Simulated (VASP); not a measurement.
Here is a VASP 6.6.1 calculation.

INCAR

```
SYSTEM = BN
PREC = Accurate ; ENCUT = 520
EDIFF = 1E-6 ; ISMEAR = 0
SIGMA = 0.1 ; LREAL = .False.
LASPH = .True. ; NELM = 100
ALGO = Normal ; ISIF = 2
LWAVE = .False. ; LCHARG = .True.
GGA = PE ; LELF = .True.
LVHAR = .True. ; NBANDS = 26
```

KPOINTS

```
Automatic mesh
0
Gamma
  12 12 2
  0 0 0
```

File POSCAR:

```
BN
1.0
    2.5580718705      0.0000000031      0.0000000000
   -1.2790359379      2.2153552230      0.0000000000
    0.0000000000      0.0000000000      8.4075283256
B N
4 4
Direct
    0.0000000000      0.0000000000      0.0933738388
    0.0000000000      0.0000000000      0.5933738388
    0.3333333333      0.6666666667      0.3440557141
    0.6666666667      0.3333333333      0.8440557141
    0.0000000000      0.0000000000      0.4067467355
    0.0000000000      0.0000000000      0.9067467355
    0.3333333333      0.6666666667      0.1558237116
    0.6666666667      0.3333333333      0.6558237116
```

Potentials or basis: VASP PAW PBE potentials, release 64 (B, N).

Command:

```sh
$ cat potpaw_PBE.64/B/POTCAR potpaw_PBE.64/N/POTCAR > POTCAR
$ mpirun -np 1 vasp_std > vasp.out
```

Question: Estimate the band gap on the k mesh.

Answer: 5.50 eV, indirect (least direct gap 7.51 eV).

Question: What does it give for the pressure?

Answer: 0.5 GPa.

A k mesh can miss the band edges. PBE gaps usually lie below the measured ones, often by a third to a half.
